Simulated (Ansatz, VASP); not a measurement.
One calculation of Hf, two programs

File INCAR:

```
SYSTEM = Hf
ALGO = Normal
EDIFF = 1E-7
ENCUT = 520
GGA = PE
ISIF = 2
ISMEAR = 0
LASPH = .TRUE.
LCHARG = .FALSE.
LREAL = .FALSE.
LWAVE = .FALSE.
NBANDS = 17
NELM = 100
PREC = Accurate
SIGMA = 0.016
```

File KPOINTS:

```
k-points
0
G
  10 10 5
  0 0 0
```

Contents of POSCAR:

```
Hf
1.0
    3.1967000000      0.0000000000      0.0000000000
   -1.5983500000      2.7684234083      0.0000000000
    0.0000000000      0.0000000000      5.0578000000
Hf
2
Direct
    0.6666666667      0.3333333333      0.7500000000
    0.3333333333      0.6666666667      0.2500000000
```

input.yaml

```yaml
crystal:
  lattice:
    - [3.1967, 0.0, 0.0]
    - [-1.59835, 2.7684234083, 0.0]
    - [0.0, 0.0, 5.0578]
  atoms:
    - { symbol: Hf, position: [0.6666666667, 0.3333333333, 0.75] }
    - { symbol: Hf, position: [0.3333333333, 0.6666666667, 0.25] }
kpoints:
  mp_grid: { grid: [10, 10, 5] }
scf:
  occupations: { method: gaussian, width: 0.016 }
hamiltonian:
  xc: pbe
  pseudopotentials: { kind: all_electron, lapw: { basis_error: 0.001 } }
output:
  forces: true
  stress: true
  eigenvalues: true
```

Alike in both runs: task single point; functional PBE; k mesh 10 × 10 × 5; occupations gaussian, width 0.016 eV; no spin polarisation.

|  | VASP | Ansatz |
| --- | --- | --- |
| version | VASP 6.6.1 | Ansatz 0.2.0 |
| potentials or method | VASP PAW PBE potentials, release 64 (Hf_pv), cutoff 520 eV | all-electron LAPW, scalar-relativistic |

Ansatz gave:

| Item | Value |
| --- | --- |
| gap on the k mesh at the Fermi level (eV) | none |
| pressure (GPa) | 0.6 |
| traceless stress, the component that is largest in VASP (GPa) | -0.15 |

Question: Which values does VASP return?

Answer: gap on the k mesh at the Fermi level (eV): none; pressure (GPa): 0.2; traceless stress, the component that is largest in VASP (GPa): -0.20.

A gap of «none» marks a metal or a gap that the smearing closes. Ansatz ran all-electron here, and VASP with PAW potentials.

Neither program's run includes spin-orbit coupling.
